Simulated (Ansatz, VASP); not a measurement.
# CsI in VASP and in Ansatz

Contents of INCAR:

```
SYSTEM = CsI
PREC = Accurate ; ENCUT = 500
EDIFF = 1E-6 ; ISMEAR = 0
SIGMA = 0.02 ; LREAL = .FALSE.
LASPH = .TRUE. ; NELM = 120
ALGO = Normal ; ISIF = 2
LWAVE = .FALSE. ; LCHARG = .TRUE.
GGA = PE ; LELF = .TRUE.
LVHAR = .TRUE. ; NBANDS = 15
GGA_COMPAT = .FALSE.
```

The input KPOINTS:

```
Automatic mesh
0
G
  6 6 6
  0 0 0
```

Contents of POSCAR:

```
CsI
1.0
    4.6188815092      0.0000000000      0.0000000000
    0.0000000000      4.6188815092      0.0000000000
    0.0000000000      0.0000000000      4.6188815092
Cs I
1 1
Direct
    0.0000000000      0.0000000000      0.0000000000
    0.5000000000      0.5000000000      0.5000000000
```

Input for Ansatz:

```yaml
crystal:
  lattice:
    - [4.6188815092, 0.0, 0.0]
    - [0.0, 4.6188815092, 0.0]
    - [0.0, 0.0, 4.6188815092]
  atoms:
    - { symbol: Cs, position: [0.0, 0.0, 0.0] }
    - { symbol: I, position: [0.5, 0.5, 0.5] }
basis:
  ecutwfc: 420
kpoints:
  mp_grid: { grid: [6, 6, 6] }
hamiltonian:
  xc: pbe
scf:
  occupations: { method: gaussian, width: 0.02 }
output:
  forces: true
  stress: true
  eigenvalues: true
```

Alike in both runs: task single point; functional PBE; k mesh 6 × 6 × 6; occupations gaussian, width 0.02 eV; no spin polarisation.

```csv
,VASP,Ansatz
version,VASP 6.6.1,Ansatz 0.2.0
potentials or method,"VASP PAW PBE potentials, release 64 (Cs_sv, I), cutoff 500 eV","scalar-relativistic, plane waves, PAW"
valence electrons in the cell,16,26
```

```csv
,VASP,Ansatz,Ansatz less VASP
gap on the k mesh at the Fermi level (eV),3.77,3.78,+0.012
least direct gap on the mesh (eV),3.86,3.87,+0.009
pressure (GPa),0.4,0.3,-0.03
```

VASP's potentials hold 16 valence electrons a cell and Ansatz's 26, so a difference there can come from the potentials and not from the codes.

Neither program's run includes spin-orbit coupling.
